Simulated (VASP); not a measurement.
Input of a VASP 6.6.1 run:

The input INCAR:

```
SYSTEM = Si
  PREC = Accurate
  ENCUT = 400
  EDIFF = 1E-8
  ISMEAR = 0
  SIGMA = 0.01
  LREAL = .False.
  LASPH = .True.
  NELM = 120
  ALGO = Normal
  ISIF = 2
  LWAVE = .False.
  LCHARG = .False.
  GGA = PE
  LEFG = .True.
  NBANDS = 11
  GGA_COMPAT = .False.
```

The input KPOINTS:

```
Automatic mesh
0
Gamma
  12 12 12
  0 0 0
```

Contents of POSCAR:

```
Si
1.0
    0.0000000000      2.7155000000      2.7155000000
    2.7155000000      0.0000000000      2.7155000000
    2.7155000000      2.7155000000      0.0000000000
Si
2
Direct
    0.0000000000      0.0000000000      0.0000000000
    0.2500000000      0.2500000000      0.2500000000
```

Potentials or basis: VASP PAW PBE potentials, release 64 (Si).

Launch:

```bash
$ cat potpaw_PBE.64/Si/POTCAR > POTCAR
$ mpirun -np 1 vasp_std > vasp.out
```

Task: Estimate the band gap on the k mesh.

Result: 0.57 eV (least direct gap 2.57 eV).

Task: Predict the pressure.

Result: 1.9 GPa.

A k mesh can miss the band edges.
